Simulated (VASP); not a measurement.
# CaF2 (Fluorite) (Fm-3m) in VASP: further runs

The runs below take CaF2 (Fluorite) through single point, with PBEsol.

Everything below comes from runs of VASP 6.6.1. Logs are shortened: lines on timing, memory, paths and dates and some standing lists are left out, and cuts for length are marked.

### 1 The cell of the first run

The structure is cubic, space group Fm-3m (No. 225). Conventional cell: a = 5.388 Å, b = 5.388 Å, c = 5.388 Å, α = 90.00°, β = 90.00°, γ = 90.00°. Ca (site symmetry m-3m) has 8 F at 2.33 Å within 3.1 Å. Within 3.1 Å of F (site symmetry -43m) lie 4 Ca at 2.33 Å and 6 F at 2.69 Å.

### 2 Single point, PBEsol

Input file INCAR:

```
SYSTEM = CaF2
PREC = Accurate
ENCUT = 600
EDIFF = 1E-6
ISMEAR = 0
SIGMA = 0.01
LREAL = .False.
LASPH = .True.
NELM = 120
ALGO = Normal
ISIF = 2
LWAVE = .False.
LCHARG = .True.
GGA = PS
LELF = .True.
LVHAR = .True.
NBANDS = 19
GGA_COMPAT = .False.
```

Input file KPOINTS:

```
Automatic mesh
0
Gamma
  6 6 6
  0 0 0
```

Input file POSCAR:

```
CaF2
1.0
    0.0000000000      2.6940900700      2.6940900700
    2.6940900700      0.0000000000      2.6940900700
    2.6940900700      2.6940900700      0.0000000000
Ca F
1 2
Direct
    0.0000000000      0.0000000000      0.0000000000
    0.2500000000      0.2500000000      0.2500000000
    0.7500000000      0.7500000000      0.7500000000
```

Potentials or basis: VASP PAW PBE potentials, release 64 (Ca_sv, F).

On the command line:

```console
$ cat potpaw_PBE.64/Ca_sv/POTCAR potpaw_PBE.64/F/POTCAR > POTCAR
$ mpirun -np 1 vasp_std > vasp.out
```

OUTCAR:

```text
SYSTEM = CaF2
   PREC = Accurate
   ENCUT = 600
   EDIFF = 1E-6
   ISMEAR = 0
   LREAL = .False.
   LASPH = .True.
   NELM = 120
   ISIF = 2
   GGA = PS

 ion  position               nearest neighbor table
   1  0.000  0.000  0.000-   2 2.33   3 2.33   3 2.33   3 2.33   3 2.33   2 2.33   2 2.33   2 2.33

   2  0.250  0.250  0.250-   1 2.33   1 2.33   1 2.33   1 2.33
   3  0.750  0.750  0.750-   1 2.33   1 2.33   1 2.33   1 2.33

  LATTYP: Found a face centered cubic cell.
 ALAT       =     5.3881801400

  Lattice vectors:

 A1 = (   0.0000000000,   2.6940900700,   2.6940900700)
 A2 = (   2.6940900700,   0.0000000000,   2.6940900700)
 A3 = (   2.6940900700,   2.6940900700,   0.0000000000)

Analysis of symmetry for initial positions (statically):
=====================================================================
 Subroutine PRICEL returns:
 Original cell was already a primitive cell.

 Routine SETGRP: Setting up the symmetry group for a
 face centered cubic supercell.

 Subroutine GETGRP returns: Found 48 space group operations
[... 9 lines left out ...]

 Routine SETGRP: Setting up the symmetry group for a
 face centered cubic supercell.

 Subroutine GETGRP returns: Found 48 space group operations
 (whereof 48 operations were pure point group operations)
 out of a pool of 48 trial point group operations.

The dynamic configuration has the point symmetry O_h .

 Subroutine INISYM returns: Found 48 space group operations
 (whereof 48 operations are pure point group operations),
 and found     1 'primitive' translations

----------------------------------------------------------------------------------------

                                     Primitive cell

  volume of cell :      39.1081

  direct lattice vectors                    reciprocal lattice vectors
     0.000000000  2.694090070  2.694090070    -0.185591419  0.185591419  0.185591419
     2.694090070  0.000000000  2.694090070     0.185591419 -0.185591419  0.185591419
     2.694090070  2.694090070  0.000000000     0.185591419  0.185591419 -0.185591419

  length of vectors
     3.810018715  3.810018715  3.810018715     0.321453768  0.321453768  0.321453768

  position of ions in fractional coordinates (direct lattice)
     0.000000000  0.000000000  0.000000000
     0.250000000  0.250000000  0.250000000
     0.750000000  0.750000000  0.750000000

  ion indices of the primitive-cell ions
   primitive index   ion index
                 1           1
                 2           2
                 3           3

[... 59 lines left out ...]
   LASPH  =      T    aspherical Exc in radial PAW
   ENCUT  =  600.0 eV  44.10 Ry    6.64 a.u.   7.61  7.61  7.61*2*pi/ulx,y,z
   NELM   =    120;   NELMIN=  2; NELMDL= -5     # of ELM steps
   EDIFF  = 0.1E-05   stopping-criterion for ELM
   LREAL  =      F    real-space projection
   EDIFFG = 0.1E-04   stopping-criterion for IOM
   NSW    =      0    number of steps for IOM
   IBRION =     -1    ionic relax: 0-MD 1-quasi-New 2-CG
   NFREE  =      0    steps in history (QN), initial steepest desc. (CG)
   ISIF   =      2    stress and relaxation
   ISYM   =      2    0-nonsym 1-usesym 2-fastsym
   POTIM  = 0.5000    time-step for ionic-motion
   TEBEG  =    0.0;   TEEND  =   0.0 temperature during run
   PSTRESS=    0.0 pullay stress
   NELECT =      24.0000    total number of electrons
   NUPDOWN=      -1.0000    fix difference up-down
   EMIN   =  10.00;   EMAX   =-10.00  energy-range for DOS
   EFERMI =   0.00;   METHOD = LEGACY
   ISMEAR =     0;   SIGMA  =   0.01  broadening in eV -4-tet -1-fermi 0-gaus
   EFERMI_NEDOS =   21; number of points for ismear=-14 and -15
   IALGO  =     38    algorithm
   IMIX   =      4    mixing-type and parameters
     AMIX     =   0.40;   BMIX     =  1.00
     AMIX_MAG =   1.60;   BMIX_MAG =  1.00
  volume/ion in A,a.u.               =      13.04        87.97
  Fermi-wavevector in a.u.,A,eV,Ry     =   1.391201  2.628988 26.333253  1.935440
  Thomas-Fermi vector in A             =   2.515063
   LORBIT       =      0    0 simple, 1 ext, 2 COOP (PROOUT), +10 PAW based schemes
   GGA     = PS    functional components
   LHFCALC =     F    Hartree Fock is set to
   AEXX    =    0.0000 exact exchange contribution
   IVDW    =     0    specifies the selected vdW correction
   LEPSILON=     F    determine dielectric tensor
   LRPA    =     F    only Hartree local field effects (RPA)
 non-spin polarized calculation
 Gauss-broadening in eV      SIGMA  =   0.01
  energy-cutoff  :      600.00
  volume of cell :       39.11
 maximum number of plane-waves:      1315
   NGX = 15   NGY = 15   NGZ = 15

 number of electron      23.9999983 magnetization

 Free energy of the ion-electron system (eV)
  ---------------------------------------------------
  ext. energy  EPLUGINS =         0.00000000
  ---------------------------------------------------
  free energy    TOTEN  =       -17.89785334 eV

  energy without entropy =      -17.89785334  energy(sigma->0) =      -17.89785334

 E-fermi :  -0.8028     XC(G=0): -10.1103

 val. band max:       -0.8640785932   @ k =   0.5000   0.5000   0.0000
 cond. band min:       6.4665730405   @ k =   0.0000   0.0000   0.0000
 fundamental gap:      7.3306516337
 Fermi energy:        -0.8028243420

 k-point     1 :       0.0000    0.0000    0.0000
  band No.  band energies     occupation
      1     -36.4816      2.00000
      2     -20.7892      2.00000
      3     -19.9349      2.00000
      4     -17.5058      2.00000
      5     -17.5058      2.00000
      6     -17.5058      2.00000
[... 329 lines left out ...]
      6     -16.9357      2.00000
[... 11 lines left out ...]
     18      13.8880      0.00000
     19      14.0186      0.00000

------------------------ aborting loop because EDIFF is reached ----------------------------------------

  FORCE on cell =-STRESS in cart. coord.  units (eV):
  Direction    XX          YY          ZZ          XY          YZ          ZX
  --------------------------------------------------------------------------------------
  -------------------------------------------------------------------------------------
  Total        0.4759626      0.4759626      0.4759626      0.0000000      0.0000000      0.0000000
  in kB       19.4992110     19.4992110     19.4992110      0.0000000      0.0000000      0.0000000
  external PRESSURE =      19.4992110 kB  Pullay stress =       0.0000000 kB

 VOLUME and BASIS-vectors are now :
 -----------------------------------------------------------------------------
  energy-cutoff  :      600.00
  volume of cell :       39.11
      direct lattice vectors                 reciprocal lattice vectors
     0.000000000  2.694090070  2.694090070    -0.185591419  0.185591419  0.185591419
     2.694090070  0.000000000  2.694090070     0.185591419 -0.185591419  0.185591419
     2.694090070  2.694090070  0.000000000     0.185591419  0.185591419 -0.185591419

 POSITION                                       TOTAL-FORCE (eV/Angst)
 -----------------------------------------------------------------------------------
      0.00000      0.00000      0.00000         0.000000     -0.000000      0.000000
      1.34705      1.34705      1.34705        -0.000000      0.000000     -0.000000
      4.04114      4.04114      4.04114        -0.000000     -0.000000      0.000000
 -----------------------------------------------------------------------------------
    total drift:                                0.000000     -0.000000      0.000000

  FREE ENERGIE OF THE ION-ELECTRON SYSTEM (eV)
  ---------------------------------------------------
  free  energy   TOTEN  =       -17.8978533407 eV

  energy  without entropy=      -17.8978533407  energy(sigma->0) =      -17.89785334
```

OSZICAR:

```text
N       E                     dE             d eps       ncg     rms          rms(c)
DAV:   1     0.228958452467E+03    0.22896E+03   -0.14627E+04   608   0.144E+03
DAV:   2    -0.672802896992E+01   -0.23569E+03   -0.22939E+03   712   0.376E+02
DAV:   3    -0.185826436163E+02   -0.11855E+02   -0.11795E+02   693   0.886E+01
DAV:   4    -0.189749755884E+02   -0.39233E+00   -0.39144E+00   939   0.125E+01
DAV:   5    -0.189777713840E+02   -0.27958E-02   -0.27956E-02   668   0.122E+00    0.735E+00
DAV:   6    -0.179017960201E+02    0.10760E+01   -0.43077E+00   647   0.147E+01    0.296E+00
DAV:   7    -0.178863408939E+02    0.15455E-01   -0.10180E-01   716   0.327E+00    0.167E+00
DAV:   8    -0.178952172417E+02   -0.88763E-02   -0.33461E-02   699   0.204E+00    0.215E-01
DAV:   9    -0.178970529469E+02   -0.18357E-02   -0.64722E-03   737   0.593E-01    0.125E-01
DAV:  10    -0.178978428386E+02   -0.78989E-03   -0.15477E-03   632   0.316E-01    0.201E-02
DAV:  11    -0.178978497933E+02   -0.69547E-05   -0.55261E-05   715   0.663E-02    0.748E-03
DAV:  12    -0.178978535171E+02   -0.37238E-05   -0.81835E-06   744   0.279E-02    0.306E-03
DAV:  13    -0.178978533407E+02    0.17647E-06   -0.24115E-06   668   0.125E-02
   1 F= -.17897853E+02 E0= -.17897853E+02  d E =-.397193E-20
```

stdout:

```text
POSCAR found type information on POSCAR CaF
 POSCAR found :  2 types and       3 ions
 scaLAPACK will be used
 -----------------------------------------------------------------------------
|                                                                             |
|                                                                             |
|     You enforced a specific xc type in the INCAR file but a different       |
|     I HOPE YOU KNOW WHAT YOU ARE DOING!                                     |
|                                                                             |
 -----------------------------------------------------------------------------

 LDA part: xc-table for (Slater+PW92), standard interpolation
 POSCAR, INCAR and KPOINTS ok, starting setup
 FFT: planning ... GRIDC
 FFT: planning ... GRID_SOFT
 FFT: planning ... GRID
 WAVECAR not read
 entering main loop
```

Wall time 32 s (1 thread of Intel Xeon 8259CL, shared host); peak memory 0.17 GiB.

Results:

```
Free energy            : -17.8979 eV
Pressure               : 1.9 GPa
Band gap on the k mesh : 7.33 eV, indirect (least direct gap 7.60 eV)
```

Caveat: the PAW data sets were made with another functional, which shifts forces and pressure a little. A k mesh can miss the band edges.

### 3 Single point, PBEsol

This run uses another cell than the first one, of 13.31 Å³/atom, 1.021 times its volume.

Input file INCAR:

```
PREC = Accurate
ENCUT = 600
EDIFF = 1E-6
ISMEAR = 0
SIGMA = 0.01
LREAL = False
LASPH = True
NELM = 120
ALGO = Normal
ISIF = 2
LWAVE = False
LCHARG = False
GGA = PS
NBANDS = 19
GGA_COMPAT = False
```

Input file KPOINTS:

```
regular mesh
0
Gamma
  6 6 6
```

Input file POSCAR:

```
CaF2
1.0
    0.0000000000      2.7126705887      2.7126705887
    2.7126705887      0.0000000000      2.7126705887
    2.7126705887      2.7126705887      0.0000000000
Ca F
1 2
Direct
    0.0000000000      0.0000000000      0.0000000000
    0.2500000000      0.2500000000      0.2500000000
    0.7500000000      0.7500000000      0.7500000000
```

Potentials or basis: VASP PAW PBE potentials, release 64 (Ca_sv, F).

On the command line:

```console
$ cat potpaw_PBE.64/Ca_sv/POTCAR potpaw_PBE.64/F/POTCAR > POTCAR
$ mpirun -np 1 vasp_std > vasp.out
```

Wall time 27 s (1 thread of Intel Xeon 8259CL, shared host); peak memory 0.18 GiB.

The run converged. Its results:

```
Free energy            : -17.9047 eV
Pressure               : 0.0 GPa
Band gap on the k mesh : 7.21 eV, indirect (least direct gap 7.47 eV)
```

Levels at points of the mesh, in eV from the valence-band top:
```
           k point  band 9  band 10  band 11  band 12  band 13  band 14  band 15  band 16
(0.00, 0.00, 0.00)   -2.21    -0.26    -0.26    -0.26     7.21     9.20     9.20    11.38
(0.50, 0.00, 0.00)   -1.34    -1.28    -0.86    -0.86     9.43     9.43     9.83    10.64
(0.50, 0.50, 0.00)   -1.69    -0.38    -0.38     0.00     8.07     9.59    10.18    11.00
```

Caveat: the PAW data sets were made with another functional, which shifts forces and pressure a little. A k mesh can miss the band edges.

### 4 Single point, PBEsol

This run uses another cell than the first one, of 13.58 Å³/atom, 1.042 times its volume.

Input file INCAR:

```
SYSTEM = CaF2
PREC = Accurate ; ENCUT = 600
EDIFF = 1E-6 ; ISMEAR = 0
SIGMA = 0.01 ; LREAL = .False.
LASPH = .True. ; NELM = 120
ALGO = Normal ; ISIF = 2
LWAVE = .False. ; LCHARG = .False.
GGA = PS ; NBANDS = 19
GGA_COMPAT = .False.
```

Input file KPOINTS:

```
Automatic mesh
0
Gamma
  6 6 6
  0 0 0
```

Input file POSCAR:

```
CaF2
1.0
    0.0000000000      2.7310000000      2.7310000000
    2.7310000000      0.0000000000      2.7310000000
    2.7310000000      2.7310000000      0.0000000000
Ca F
1 2
Direct
    0.0000000000      0.0000000000      0.0000000000
    0.2500000000      0.2500000000      0.2500000000
    0.7500000000      0.7500000000      0.7500000000
```

On the command line:

```console
$ cat potpaw_PBE.64/Ca_sv/POTCAR potpaw_PBE.64/F/POTCAR > POTCAR
$ mpirun -np 1 vasp_std > vasp.out
```

Run time: 27 s. Hardware: 1 thread of Intel Xeon 8259CL, shared host; peak memory 0.17 GiB.

Results (log left out):

```
Free energy            : -17.9027 eV
Pressure               : -1.7 GPa
Band gap on the k mesh : 7.09 eV, indirect (least direct gap 7.35 eV)
```

Levels at points of the mesh, in eV from the valence-band top:
```
           k point  band 9  band 10  band 11  band 12  band 13  band 14  band 15  band 16
(0.00, 0.00, 0.00)   -2.14    -0.26    -0.26    -0.26     7.09     9.12     9.12    11.23
(0.50, 0.00, 0.00)   -1.31    -1.26    -0.85    -0.85     9.35     9.35     9.70    10.54
(0.50, 0.50, 0.00)   -1.67    -0.37    -0.37     0.00     8.02     9.47    10.07    10.86
```

Caveat: the PAW data sets were made with another functional, which shifts forces and pressure a little.

### 5 Single point, PBEsol

This run uses another cell than the first one, of 13.85 Å³/atom, 1.062 times its volume.

Input file INCAR:

```
ALGO     = Normal         # electronic algorithm
EDIFF    = 1E-6           # SCF threshold, eV
ENCUT    = 600            # plane-wave cutoff, eV
GGA      = PS             # functional
GGA_COMPAT= F            
ISIF     = 2              # what is computed and relaxed
ISMEAR   = 0              # smearing method
LASPH    = T              # aspherical terms in the spheres
LCHARG   = F              # write CHGCAR
LREAL    = F              # projectors in reciprocal space
LWAVE    = F              # write WAVECAR
NBANDS   = 19             # bands
NELM     = 120            # most SCF steps
PREC     = Accurate       # precision mode
SIGMA    = 0.01           # smearing width, eV
```

Input file KPOINTS:

```
k-points
0
Gamma
  6 6 6
```

Input file POSCAR:

```
CaF2
1.0
    0.0000000000      2.7490866198      2.7490866198
    2.7490866198      0.0000000000      2.7490866198
    2.7490866198      2.7490866198      0.0000000000
Ca F
1 2
Direct
    0.0000000000      0.0000000000      0.0000000000
    0.2500000000      0.2500000000      0.2500000000
    0.7500000000      0.7500000000      0.7500000000
```

On the command line:

```console
$ cat potpaw_PBE.64/Ca_sv/POTCAR potpaw_PBE.64/F/POTCAR > POTCAR
$ mpirun -np 1 vasp_std > vasp.out
```

Run time: 28 s. Hardware: 1 thread of Intel Xeon 8259CL, shared host; peak memory 0.18 GiB.

The run converged. Its results:

| Quantity | Value |
| --- | --- |
| Free energy | -17.8922 eV |
| Pressure | -3.2 GPa |
| Band gap on the k mesh | 6.98 eV, indirect (least direct gap 7.24 eV) |

Levels at points of the mesh, in eV from the valence-band top:
| k point | band 10 | band 11 | band 12 | band 13 | band 14 | band 15 |
| --- | --- | --- | --- | --- | --- | --- |
| (0.00, 0.00, 0.00) | -0.26 | -0.26 | -0.26 | 6.98 | 9.05 | 9.05 |
| (0.50, 0.00, 0.00) | -1.23 | -0.83 | -0.83 | 9.26 | 9.26 | 9.57 |
| (0.50, 0.50, 0.00) | -0.36 | -0.36 | 0.00 | 7.97 | 9.36 | 9.97 |

Caveat: the PAW data sets were made with another functional, which shifts forces and pressure a little.

(Part 1 of 3 ends here.)
